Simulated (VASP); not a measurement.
# AlCo (Pm-3m) in VASP: a series of runs

AlCo is run at these levels: r2SCAN; tasks: single point, relaxation of cell and atoms.

Everything below comes from runs of VASP 6.6.1. Logs are shortened: lines on timing, memory, paths and dates and some standing lists are left out, and cuts for length are marked.

### Step 1. The cell of the first run

Symmetry: Pm-3m, No. 221, cubic system. The conventional cell has a = 2.781 Å, b = 2.781 Å, c = 2.781 Å, α = 90.00°, β = 90.00°, γ = 90.00°. Al (site symmetry m-3m) has 8 Co at 2.41 Å and 6 Al at 2.78 Å within 3.2 Å. Co (site symmetry m-3m) has 8 Al at 2.41 Å and 6 Co at 2.78 Å within 3.2 Å.

### Step 2. Single point, r2SCAN, collinear spin, ferromagnetic start

Input file POSCAR:

```
AlCo
1.0
    2.7809772507      0.0000000000      0.0000000000
    0.0000000000      2.7809772507      0.0000000000
    0.0000000000      0.0000000000      2.7809772507
Al Co
1 1
Direct
    0.0000000000      0.0000000000      0.0000000000
    0.5000000000      0.5000000000      0.5000000000
```

Input file INCAR.step1:

```
  ALGO = Normal
  EDIFF = 1E-4
  ENCUT = 520
  GGA = PE
  ISMEAR = 0
  ISPIN = 2
  LASPH = T
  LCHARG = F
  LMAXMIX = 4
  LREAL = F
  LWAVE = T
  MAGMOM = 0 1.8
  NBANDS = 17
  NELM = 150
  PREC = Accurate
  SIGMA = 0.1
```

Input file INCAR.step2:

```
  ALGO = Normal
  EDIFF = 1E-6
  ENCUT = 520
  ISIF = 2
  ISMEAR = 0
  ISPIN = 2
  ISTART = 1
  LASPH = T
  LCHARG = T
  LELF = T
  LMAXMIX = 4
  LMIXTAU = T
  LORBIT = 11
  LREAL = F
  LVHAR = T
  LWAVE = F
  MAGMOM = 0 1.8
  METAGGA = R2SCAN
  NBANDS = 17
  NELM = 150
  PREC = Accurate
  SIGMA = 0.1
```

Input file KPOINTS:

```
k-points
0
Gamma
  12 12 12
```

Potentials or basis: VASP PAW PBE potentials, release 64 (Al, Co).

Launch:

```
cat potpaw_PBE.64/Al/POTCAR potpaw_PBE.64/Co/POTCAR > POTCAR
cp INCAR.step1 INCAR
mpirun -np 1 vasp_std > vasp.out
cp INCAR.step2 INCAR
mpirun -np 1 vasp_std > vasp.out
```

OUTCAR:

```text
EDIFF = 1E-6
   ENCUT = 520
   ISIF = 2
   ISMEAR = 0
   ISPIN = 2
   ISTART = 1
   LASPH = T
   LORBIT = 11
   LREAL = F
   METAGGA = R2SCAN
   NELM = 150
   PREC = Accurate

 ion  position               nearest neighbor table
   1  0.000  0.000  0.000-   2 2.41   2 2.41   2 2.41   2 2.41   2 2.41   2 2.41   2 2.41   2 2.41

   2  0.500  0.500  0.500-   1 2.41   1 2.41   1 2.41   1 2.41   1 2.41   1 2.41   1 2.41   1 2.41

  LATTYP: Found a simple cubic cell.
 ALAT       =     2.7809772507

  Lattice vectors:

 A1 = (   2.7809772507,   0.0000000000,   0.0000000000)
 A2 = (   0.0000000000,   2.7809772507,   0.0000000000)
 A3 = (   0.0000000000,   0.0000000000,   2.7809772507)

Analysis of symmetry for initial positions (statically):
=====================================================================
 Subroutine PRICEL returns:
 Original cell was already a primitive cell.

 Routine SETGRP: Setting up the symmetry group for a
 simple cubic supercell.

 Subroutine GETGRP returns: Found 48 space group operations
 (whereof 48 operations were pure point group operations)
 out of a pool of 48 trial point group operations.

The static configuration has the point symmetry O_h .

Analysis of symmetry for dynamics (positions and initial velocities):
=====================================================================
 Subroutine PRICEL returns:
 Original cell was already a primitive cell.

 Routine SETGRP: Setting up the symmetry group for a
 simple cubic supercell.

 Subroutine GETGRP returns: Found 48 space group operations
 (whereof 48 operations were pure point group operations)
 out of a pool of 48 trial point group operations.

The dynamic configuration has the point symmetry O_h .

Analysis of structural, dynamic, and magnetic symmetry:
=====================================================================
 Subroutine PRICEL returns:
 Original cell was already a primitive cell.

 Routine SETGRP: Setting up the symmetry group for a
 simple cubic supercell.

 Subroutine GETGRP returns: Found 48 space group operations
 (whereof 48 operations were pure point group operations)
 out of a pool of 48 trial point group operations.

The overall configuration has the point symmetry O_h .

 Subroutine INISYM returns: Found 48 space group operations
 (whereof 48 operations are pure point group operations),
 and found     1 'primitive' translations

----------------------------------------------------------------------------------------

                                     Primitive cell

  volume of cell :      21.5076

  direct lattice vectors                    reciprocal lattice vectors
     2.780977251  0.000000000  0.000000000     0.359585825  0.000000000  0.000000000
     0.000000000  2.780977251  0.000000000     0.000000000  0.359585825  0.000000000
     0.000000000  0.000000000  2.780977251     0.000000000  0.000000000  0.359585825

  length of vectors
     2.780977251  2.780977251  2.780977251     0.359585825  0.359585825  0.359585825

  position of ions in fractional coordinates (direct lattice)
     0.000000000  0.000000000  0.000000000
     0.500000000  0.500000000  0.500000000

  ion indices of the primitive-cell ions
   primitive index   ion index
                 1           1
                 2           2

----------------------------------------------------------------------------------------

 KPOINTS: k-points

Automatic generation of k-mesh.
 Grid dimensions read from file:
 generate k-points for:   12   12   12

 Generating k-lattice:

  Cartesian coordinates                     Fractional coordinates (reciprocal lattice)
     0.029965485  0.000000000  0.000000000     0.083333333  0.000000000  0.000000000
     0.000000000  0.029965485  0.000000000     0.000000000  0.083333333  0.000000000
     0.000000000  0.000000000  0.029965485     0.000000000  0.000000000  0.083333333

  Length of vectors
     0.029965485  0.029965485  0.029965485

  Shift w.r.t. Gamma in fractional coordinates (k-lattice)
     0.000000000  0.000000000  0.000000000

 Subroutine IBZKPT returns following result:
 ===========================================

 Found     84 irreducible k-points:

 Following reciprocal coordinates:
            Coordinates               Weight
  0.000000  0.000000  0.000000      1.000000
  0.083333  0.000000  0.000000      6.000000
  0.166667  0.000000  0.000000      6.000000
  0.250000  0.000000  0.000000      6.000000
  0.333333  0.000000  0.000000      6.000000
  0.416667  0.000000  0.000000      6.000000
[... 16 lines left out ...]
  0.333333  0.333333  0.000000     12.000000
  0.416667  0.333333  0.000000     24.000000
 [... further k-points ...]
   k-points           NKPTS =     84   k-points in BZ     NKDIM =     84   number of bands    NBANDS=     17
   number of dos      NEDOS =    301   number of ions     NIONS =      2
   total plane-waves  NPLWV =  13824
   dimension x,y,z NGX =    24 NGY =   24 NGZ =   24
   dimension x,y,z NGXF=    48 NGYF=   48 NGZF=   48
   ions per type =               1   1
   NGX,Y,Z   is equivalent  to a cutoff of  14.35, 14.35, 14.35 a.u.
   NGXF,Y,Z  is equivalent  to a cutoff of  28.69, 28.69, 28.69 a.u.
 SYSTEM =  unknown system
   PREC   = accura    normal or accurate (medium, high low for compatibility)
   ISTART =      1    job   : 0-new  1-cont  2-samecut
   ICHARG =      0    charge: 1-file 2-atom 10-const
   ISPIN  =      2    spin polarized calculation?
   LNONCOLLINEAR =      F non collinear calculations
   LSORBIT =      F    spin-orbit coupling
   LASPH  =      T    aspherical Exc in radial PAW
   ENCUT  =  520.0 eV  38.22 Ry    6.18 a.u.   5.17  5.17  5.17*2*pi/ulx,y,z
   NELM   =    150;   NELMIN=  2; NELMDL=  0     # of ELM steps
   EDIFF  = 0.1E-05   stopping-criterion for ELM
   LREAL  =      F    real-space projection
   EDIFFG = 0.1E-04   stopping-criterion for IOM
   NSW    =      0    number of steps for IOM
   IBRION =     -1    ionic relax: 0-MD 1-quasi-New 2-CG
   NFREE  =      0    steps in history (QN), initial steepest desc. (CG)
   ISIF   =      2    stress and relaxation
   ISYM   =      2    0-nonsym 1-usesym 2-fastsym
   POTIM  = 0.5000    time-step for ionic-motion
   TEBEG  =    0.0;   TEEND  =   0.0 temperature during run
   PSTRESS=    0.0 pullay stress
   NELECT =      12.0000    total number of electrons
   NUPDOWN=      -1.0000    fix difference up-down
   EMIN   =  10.00;   EMAX   =-10.00  energy-range for DOS
   EFERMI =   0.00;   METHOD = LEGACY
   ISMEAR =     0;   SIGMA  =   0.10  broadening in eV -4-tet -1-fermi 0-gaus
   EFERMI_NEDOS =   21; number of points for ismear=-14 and -15
   IALGO  =     38    algorithm
   IMIX   =      4    mixing-type and parameters
     AMIX     =   0.40;   BMIX     =  1.00
     AMIX_MAG =   1.60;   BMIX_MAG =  1.00
  volume/ion in A,a.u.               =      10.75        72.57
  Fermi-wavevector in a.u.,A,eV,Ry     =   1.347735  2.546850 24.713478  1.816389
  Thomas-Fermi vector in A             =   2.475461
   LORBIT       =     11    0 simple, 1 ext, 2 COOP (PROOUT), +10 PAW based schemes
   METAGGA = R2SCAN    functional components
   LHFCALC =     F    Hartree Fock is set to
   AEXX    =    0.0000 exact exchange contribution
   IVDW    =     0    specifies the selected vdW correction
   LEPSILON=     F    determine dielectric tensor
   LRPA    =     F    only Hartree local field effects (RPA)
 spin polarized calculation
 Gauss-broadening in eV      SIGMA  =   0.10
  energy-cutoff  :      520.00
  volume of cell :       21.51
 maximum number of plane-waves:       592
 NGX is ok and might be reduce to    24
   NGX = 11   NGY = 11   NGZ = 11

 number of electron      12.0000003 magnetization      -0.0022548

 Free energy of the ion-electron system (eV)
  ---------------------------------------------------
  ext. energy  EPLUGINS =         0.00000000
  ---------------------------------------------------
  free energy    TOTEN  =       -21.05272582 eV

  energy without entropy =      -21.04973930  energy(sigma->0) =      -21.05123256

 E-fermi :  11.5406     XC(G=0): -13.6527

 val. band max:       11.5058761668   @ k =   0.5000   0.5000   0.2500
 cond. band min:      11.5609231962   @ k =   0.5000   0.4167   0.1667
 fundamental gap:      0.0550470294
 Fermi energy:        11.5406199067

 spin component 1

 k-point     1 :       0.0000    0.0000    0.0000
  band No.  band energies     occupation
      1      -0.7240      1.00000
      2       8.0976      1.00000
      3       8.0976      1.00000
      4      10.3442      1.00000
      5      10.3442      1.00000
      6      10.3442      1.00000
[... 9 lines left out ...]
     16      37.1106      0.00000
     17      37.1106      0.00000

 k-point     2 :       0.0833    0.0000    0.0000
  band No.  band energies     occupation
      1      -0.5780      1.00000
      2       8.0806      1.00000
      3       8.1418      1.00000
      4      10.2663      1.00000
      5      10.2663      1.00000
      6      10.3525      1.00000
[... 9 lines left out ...]
     16      35.4373      0.00000
     17      38.2278      0.00000

 k-point     3 :       0.1667    0.0000    0.0000
  band No.  band energies     occupation
      1      -0.1439      1.00000
      2       7.9728      1.00000
      3       8.2654      1.00000
      4      10.0652      1.00000
      5      10.0652      1.00000
      6      10.3755      1.00000
[... 392 lines left out ...]
 k-point    23 :       0.3333    0.3333    0.0000
  band No.  band energies     occupation
      1       3.5259      1.00000
      2       7.3496      1.00000
      3       8.2637      1.00000
      4       9.3034      1.00000
      5       9.6914      1.00000
      6       9.7686      1.00000
[... 9 lines left out ...]
     16      34.2484      0.00000
     17      37.4654      0.00000

 k-point    24 :       0.4167    0.3333    0.0000
  band No.  band energies     occupation
      1       4.4734      1.00000
      2       6.7815      1.00000
      3       8.4905      1.00000
      4       9.2100      1.00000
      5       9.5752      1.00000
      6       9.7691      1.00000
[... 9 lines left out ...]
     16      35.9413      0.00000
     17      36.1423      0.00000

 [... further k-points ...]

 spin component 2

 k-point     1 :       0.0000    0.0000    0.0000
  band No.  band energies     occupation
      1      -0.7223      1.00000
      2       8.0915      1.00000
      3       8.0915      1.00000
      4      10.3423      1.00000
      5      10.3423      1.00000
      6      10.3423      1.00000
[... 9 lines left out ...]
     16      37.1113      0.00000
     17      37.1113      0.00000

 k-point     2 :       0.0833    0.0000    0.0000
  band No.  band energies     occupation
      1      -0.5763      1.00000
      2       8.0747      1.00000
      3       8.1356      1.00000
      4      10.2645      1.00000
      5      10.2645      1.00000
      6      10.3506      1.00000
[... 9 lines left out ...]
     16      35.4378      0.00000
     17      38.2283      0.00000

 k-point     3 :       0.1667    0.0000    0.0000
  band No.  band energies     occupation
      1      -0.1422      1.00000
      2       7.9678      1.00000
      3       8.2590      1.00000
      4      10.0635      1.00000
      5      10.0635      1.00000
      6      10.3736      1.00000
[... 392 lines left out ...]
 k-point    23 :       0.3333    0.3333    0.0000
  band No.  band energies     occupation
      1       3.5273      1.00000
      2       7.3482      1.00000
      3       8.2622      1.00000
      4       9.2983      1.00000
      5       9.6898      1.00000
      6       9.7670      1.00000
[... 9 lines left out ...]
     16      34.2490      0.00000
     17      37.4644      0.00000

 k-point    24 :       0.4167    0.3333    0.0000
  band No.  band energies     occupation
      1       4.4745      1.00000
      2       6.7811      1.00000
      3       8.4896      1.00000
      4       9.2052      1.00000
      5       9.5736      1.00000
      6       9.7674      1.00000
[... 9 lines left out ...]
     16      35.9404      0.00000
     17      36.1428      0.00000

 [... further k-points ...]

------------------------ aborting loop because EDIFF is reached ----------------------------------------

  FORCE on cell =-STRESS in cart. coord.  units (eV):
  Direction    XX          YY          ZZ          XY          YZ          ZX
  --------------------------------------------------------------------------------------
  -------------------------------------------------------------------------------------
  Total        1.2721550      1.2721550      1.2721550      0.0000000      0.0000000      0.0000000
  in kB       94.7672520     94.7672520     94.7672520      0.0000000      0.0000000      0.0000000
  external PRESSURE =      94.7672520 kB  Pullay stress =       0.0000000 kB

 VOLUME and BASIS-vectors are now :
 -----------------------------------------------------------------------------
  energy-cutoff  :      520.00
  volume of cell :       21.51
      direct lattice vectors                 reciprocal lattice vectors
     2.780977251  0.000000000  0.000000000     0.359585825  0.000000000  0.000000000
     0.000000000  2.780977251  0.000000000     0.000000000  0.359585825  0.000000000
     0.000000000  0.000000000  2.780977251     0.000000000  0.000000000  0.359585825

 POSITION                                       TOTAL-FORCE (eV/Angst)
 -----------------------------------------------------------------------------------
      0.00000      0.00000      0.00000         0.000000      0.000000      0.000000
      1.39049      1.39049      1.39049         0.000000      0.000000      0.000000
 -----------------------------------------------------------------------------------
    total drift:                                0.000000     -0.000000     -0.000000

  FREE ENERGIE OF THE ION-ELECTRON SYSTEM (eV)
  ---------------------------------------------------
  free  energy   TOTEN  =       -21.0527258201 eV

  energy  without entropy=      -21.0497393005  energy(sigma->0) =      -21.05123256

 total charge

# of ion       s       p       d       tot
------------------------------------------
    1        0.403   0.476   0.000   0.879
    2        0.484   0.614   7.543   8.642
--------------------------------------------------
tot          0.887   1.090   7.543   9.520

 magnetization (x)

# of ion       s       p       d       tot
------------------------------------------
    1        0.000   0.000   0.000   0.000
    2        0.000   0.000  -0.003  -0.003
--------------------------------------------------
tot          0.000   0.000  -0.003  -0.003
```

It took 6.4 min on 1 thread of AMD EPYC 7R13, shared host; peak memory 0.16 GiB.

Results:

```yaml
Free_energy: -21.0527 eV
Pressure: 9.5 GPa
Band_gap_on_the_k_mesh: zero (filled and empty bands overlap)
Net_moment: 0.00 μB per cell
Valence_electrons_inside_the_program's_atomic_spheres: Al 0.88; Co 8.64
```

Levels at points of the mesh, in eV from the Fermi level:
Spin up:
```
           k point  band 3  band 4  band 5  band 6  band 7  band 8  band 9  band 10
(0.00, 0.00, 0.00)   -3.44   -1.20   -1.20   -1.20    6.70    6.70    6.70     9.29
(0.50, 0.00, 0.00)   -2.72   -2.17   -2.17   -1.07    0.27    8.79   11.52    11.52
(0.50, 0.50, 0.00)   -3.13   -3.13   -1.96   -1.96   -0.22    2.75    4.01    14.63
(0.50, 0.50, 0.50)   -4.66   -0.17   -0.17    2.33    2.33    2.33    5.58     5.82
```
Spin down:
```tsv
k point	band 3	band 4	band 5	band 6	band 7	band 8	band 9	band 10
(0.00, 0.00, 0.00)	-3.45	-1.20	-1.20	-1.20	6.70	6.70	6.70	9.29
(0.50, 0.00, 0.00)	-2.73	-2.17	-2.17	-1.07	0.26	8.79	11.52	11.52
(0.50, 0.50, 0.00)	-3.13	-3.13	-1.97	-1.97	-0.23	2.75	4.01	14.63
(0.50, 0.50, 0.50)	-4.66	-0.18	-0.18	2.33	2.33	2.33	5.58	5.82
```

Caveat: the cell stands under pressure; the moments typed at the start vanished in this run; the PAW data sets were made with another functional, which shifts forces and pressure a little.

(Continued in part 2 of 2.)

The gap in the log of VASP goes by the Fermi energy; the results here count the filled bands.